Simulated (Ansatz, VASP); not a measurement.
# Two plane-wave programs on Al

```
Al
1.0
     0.00000    1.99161    1.99161
     1.99161    0.00000    1.99161
     1.99161    1.99161    0.00000
Al
1
Direct
  0.00000 0.00000 0.00000
```

Alike in both runs: task single point; functional LDA; k mesh 5 × 5 × 5; occupations fermi-dirac, width 0.1 eV; no spin polarisation.

|  | VASP | Ansatz |
| --- | --- | --- |
| version | VASP 6.6.1 | Ansatz 0.2.0 |
| potentials or method | VASP PAW LDA potentials, release 64 (Al), cutoff 520 eV | plane waves (420 eV) with PAW, scalar-relativistic |
| valence electrons in the cell | 3 | 3 |

Ansatz gave:

```
pressure (GPa) : 1.9
```

**Question.** Estimate VASP's values.

**Answer.** Pressure (GPa): 2.0.

Ansatz warns that its potentials were made for another functional, while VASP's fit it. LDA's correlation is that of Perdew and Zunger in VASP and of Perdew and Wang (1992) in Ansatz.

The k mesh is coarse, so the values compare programs but aren't converged.
